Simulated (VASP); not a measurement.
Write the native input for VASP 6.6.1 that does the following.

```yaml
Task: relaxation of cell and atoms
Functional: PBEsol-based screened hybrid with 25 % exact exchange
Potentials_or_basis: VASP PAW PBE potentials, release 64 (Ga_d, N)
Cutoff: 600 eV
k_mesh: 5 × 5 × 5
Occupations: fermi-dirac, width 0.05 eV
Spin: no spin polarisation
Dipole_correction: no
Grid_for_exact_exchange_PRECFOCK: Normal
Share_of_exact_exchange: 0.25
Further_INCAR_settings: ALGO = Normal; EDIFF = 1e-06; IBRION = 2; EDIFFG = -0.01; NSW = 60; ISIF = 3
Screening_parameter: 0.207 1/Å
```

GaN:

```
Ga N
1.0
     0.00000    2.25350    2.25350
     2.25350    0.00000    2.25350
     2.25350    2.25350    0.00000
Ga N
1 1
Direct
  0.00000 0.00000 0.00000
  0.25000 0.25000 0.25000
```

One way to write it, as run:

POSCAR

```
GaN
1.0
    0.0000000000      2.2535006075      2.2535006075
    2.2535006075      0.0000000000      2.2535006075
    2.2535006075      2.2535006075      0.0000000000
Ga N
1 1
Direct
    0.0000000000      0.0000000000      0.0000000000
    0.2500000000      0.2500000000      0.2500000000
```

INCAR.step1

```
SYSTEM = GaN
PREC = Accurate
ENCUT = 600
EDIFF = 1E-5
ISMEAR = -1
SIGMA = 0.05
LREAL = .False.
LASPH = .True.
NELM = 60
ALGO = Normal
LWAVE = .True.
LCHARG = .False.
GGA = PE
NBANDS = 16
```

INCAR.step2

```
SYSTEM = GaN
PREC = Accurate
ENCUT = 600
EDIFF = 1E-6
ISMEAR = -1
SIGMA = 0.05
LREAL = .False.
LASPH = .True.
NELM = 60
ALGO = Normal
ISIF = 3
LWAVE = .False.
LCHARG = .False.
GGA = PS
LHFCALC = .True.
AEXX = 0.25
HFSCREEN = 0.207
PRECFOCK = Normal
IBRION = 2
NSW = 60
EDIFFG = -0.01
ISTART = 1
```

KPOINTS

```
Automatic mesh
0
Gamma
  5 5 5
  0 0 0
```

Potentials or basis: VASP PAW PBE potentials, release 64 (Ga_d, N).

Command:

```console
$ cat potpaw_PBE.64/Ga_d/POTCAR potpaw_PBE.64/N/POTCAR > POTCAR
$ cp INCAR.step1 INCAR
$ mpirun -np 1 vasp_std > vasp.out
$ cp INCAR.step2 INCAR
$ mpirun -np 1 vasp_std > vasp.out
```

It gave:

```
Relaxed volume                        : 11.12 Å³/atom
Relaxed cell                          : a = 3.156 Å, b = 3.156 Å, c = 3.156 Å, α = 60.00°, β = 60.00°, γ = 60.00°
Space group after relaxing (to 0.1 Å) : F-43m (No. 216)
Energy gained by relaxing             : 5.9 meV/atom
Ionic steps                           : 3
Pressure after relaxing               : -0.1 GPa
Band gap on the k mesh                : 3.16 eV
```

Caveat: the k points lie up to 0.49 Å⁻¹ apart in the final cell; the PAW data sets were made with another functional, which shifts forces and pressure a little.

Run time: 37 min on 1 thread of Oxide Virtual Turin-like Processor (shared host), peak memory 0.24 GiB.
